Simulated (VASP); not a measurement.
CdSe:

```
Cd Se
1.0
     0.00000    3.09862    3.09862
     3.09862    0.00000    3.09862
     3.09862    3.09862    0.00000
Cd Se
1 1
Cartesian
  0.0000 0.0000 0.0000
  4.6479 4.6479 4.6479
```

- Program: VASP 6.6.1
- Task: relaxation of cell and atoms
- Functional: r2SCAN
- Potentials or basis: VASP PAW PBE potentials, release 64 (Cd, Se)
- Cutoff: 600 eV
- k mesh: 6 × 6 × 6
- Occupations: fermi-dirac, width 0.02 eV
- Spin: no spin polarisation

At the start: pressure -1.3 GPa; volume 29.75 Å³/atom.

Problem. Where does the relaxation end?

Solution. Over 3 steps the energy falls by 3.4 meV/atom and the volume is 28.95 Å³/atom (-2.7 %); space group F-43m (No. 216, to 0.1 Å) before and after.

The path:
```
step  energy change (eV)  largest force (eV/Å)  pressure (GPa)  volume (Å³)
   1              0.0000                0.0000           -1.32        59.50
   2             -0.0061                0.0000            0.45        57.42
   3             -0.0068                0.0000            0.00        57.90
```

Final structure:
```yaml
crystal:
  lattice:
    - [0.00000, 3.07058, 3.07058]
    - [3.07058, 0.00000, 3.07058]
    - [3.07058, 3.07058, 0.00000]
  atoms:
    - { symbol: Cd, position: [0.00000, 0.00000, 0.00000] }
    - { symbol: Se, position: [0.75000, 0.75000, 0.75000] }
```

Caveat: the PAW data sets were made with another functional, which shifts forces and pressure a little.
